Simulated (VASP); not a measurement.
GaSb:

```xyz
2
Lattice="0.0000 2.9966 2.9966 2.9966 0.0000 2.9966 2.9966 2.9966 0.0000" Properties=species:S:1:pos:R:3 pbc="T T T"
Sb    4.4948    4.4948    4.4948
Ga    0.0000    0.0000    0.0000
```

Base run:

| Property | Result |
| --- | --- |
| Program | VASP 6.6.1 |
| Functional | r2SCAN |
| Dispersion | D4 |
| Potentials or basis | VASP PAW PBE potentials, release 64 (Sb, Ga_d) |
| Cutoff | 520 eV |
| k mesh | 8 × 8 × 8 |
| Occupations | fermi-dirac, width 0.05 eV |
| Spin | no spin polarisation |

Its results: band gap on the k mesh 0.83 eV, indirect (least direct gap 0.93 eV); pressure 3.6 GPa.

Q: The run is repeated on the same cell with these changes: functional from r2SCAN to revPBE. What comes out?

A: Band gap on the k mesh 0.56 eV, direct; pressure 3.1 GPa.

r2SCAN gives the wider gap, since meta-GGAs in the generalised Kohn-Sham scheme recover part of the derivative discontinuity.

Caveats: the PAW data sets were made with another functional, which shifts forces and pressure a little; spin-orbit coupling is left out, which moves the levels of the heavy elements.

A k mesh can miss the band edges.
